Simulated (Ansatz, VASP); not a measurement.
## HfSiO4: VASP beside Ansatz

Contents of POSCAR:

```
HfSiO4
1.0
   -3.2908231527      3.2908231527      2.9260535667
    3.2908231527     -3.2908231527      2.9260535667
    3.2908231527      3.2908231527     -2.9260535667
Hf Si O
2 2 8
Direct
    0.0000000000      0.0000000000      0.0000000000
    0.7500000000      0.2500000000      0.5000000000
    0.2500000000      0.7500000000      0.5000000000
    0.5000000000      0.5000000000      0.0000000000
    0.1345416087      0.3195936553      0.8149479534
    0.0695936553      0.7546457019      0.6850520466
    0.0695936553      0.3845416087      0.3149479534
    0.5046457019      0.3195936553      0.1850520466
    0.6804063447      0.4953542981      0.8149479534
    0.6154583913      0.9304063447      0.6850520466
    0.2453542981      0.9304063447      0.3149479534
    0.6804063447      0.8654583913      0.1850520466
```

File INCAR.step1:

```
SYSTEM = HfSiO4
PREC = Accurate
ENCUT = 520
ISMEAR = 0
SIGMA = 0.01
LREAL = .FALSE.
LASPH = .TRUE.
NELM = 80
NBANDS = 50
GGA = PE
ALGO = Normal
EDIFF = 1E-4
LWAVE = .TRUE.
LCHARG = .FALSE.
```

The input INCAR.step2:

```
SYSTEM = HfSiO4
PREC = Accurate
ENCUT = 520
EDIFF = 1E-6
ISMEAR = 0
SIGMA = 0.01
LREAL = .FALSE.
LASPH = .TRUE.
NELM = 80
ALGO = Normal
ISIF = 2
LWAVE = .FALSE.
LCHARG = .FALSE.
METAGGA = R2SCAN
LMIXTAU = .TRUE.
NBANDS = 50
ISTART = 1
```

File KPOINTS:

```
Automatic mesh
0
G
  6 6 6
  0 0 0
```

Input for Ansatz:

```yaml
crystal:
  lattice:
    - [-3.2908231527, 3.2908231527, 2.9260535667]
    - [3.2908231527, -3.2908231527, 2.9260535667]
    - [3.2908231527, 3.2908231527, -2.9260535667]
  atoms:
    - { symbol: Hf, position: [0.0, 0.0, 0.0] }
    - { symbol: Hf, position: [0.75, 0.25, 0.5] }
    - { symbol: Si, position: [0.25, 0.75, 0.5] }
    - { symbol: Si, position: [0.5, 0.5, 0.0] }
    - { symbol: O, position: [0.1345416087, 0.3195936553, 0.8149479534] }
    - { symbol: O, position: [0.0695936553, 0.7546457019, 0.6850520466] }
    - { symbol: O, position: [0.0695936553, 0.3845416087, 0.3149479534] }
    - { symbol: O, position: [0.5046457019, 0.3195936553, 0.1850520466] }
    - { symbol: O, position: [0.6804063447, 0.4953542981, 0.8149479534] }
    - { symbol: O, position: [0.6154583913, 0.9304063447, 0.6850520466] }
    - { symbol: O, position: [0.2453542981, 0.9304063447, 0.3149479534] }
    - { symbol: O, position: [0.6804063447, 0.8654583913, 0.1850520466] }
kpoints:
  mp_grid: { grid: [6, 6, 6] }
  band_path:
    path:
      - [0.0, 0.0, 0.0]
      - [0.0, 0.0, 0.5]
      - [-0.5, 0.5, 0.5]
      - [0.4557990254, 0.4557990254, -0.4557990254]
      - [-0.4557990254, 0.5442009746, 0.4557990254]
      - [0.25, 0.25, 0.25]
      - [0.0, 0.5, 0.0]
      - [0.1666666667, 0.1666666667, 0.1666666667]
      - [0.083333, 0.083333, -0.083333]
      - [0.192708, 0.333333, 0.234375]
    npoints: 1
hamiltonian:
  xc: r2scan
scf:
  occupations: { method: fixed }
  n_extra_bands: 7
output:
  forces: true
  stress: true
  eigenvalues: true
  write_density: true
  write_potential: true
  elf: true
  volumetric_format: npy
```

Change from the starting cell: uniaxial_z strain -2.0%.

Alike in both runs: task single point; functional r2SCAN; k mesh 6 × 6 × 6; no spin polarisation.

|  | VASP | Ansatz |
| --- | --- | --- |
| version | VASP 6.6.1 | Ansatz 0.2.0 |
| potentials or method | VASP PAW PBE potentials, release 64 (Hf_pv, Si, O) | plane waves, PAW |
| plane-wave cutoff (eV) | 520 | 500 |
| occupations | gaussian, width 0.01 eV | fixed |
| valence electrons in the cell | 76 | 108 |

Ansatz gave:

| Item | Value |
| --- | --- |
| gap on the k mesh at the Fermi level (eV) | 6.12 |
| pressure (GPa) | 5.7 |
| traceless stress, the component that is largest in VASP (GPa) | 5.00 |
| rms of the force components (eV/Å) | 0.001 |

Task: Which values does VASP return?

Result: gap on the k mesh at the Fermi level (eV): 6.06; pressure (GPa): 3.9; traceless stress, the component that is largest in VASP (GPa): 5.39; rms of the force components (eV/Å): 0.104.

VASP's potentials were made for PBE, not for r2SCAN. Atom by atom the forces differ by 0.104 eV/Å (rms over components). VASP's potentials hold 76 valence electrons a cell and Ansatz's 108, so a difference there can come from the potentials and not from the codes.

Spin-orbit coupling is off throughout.
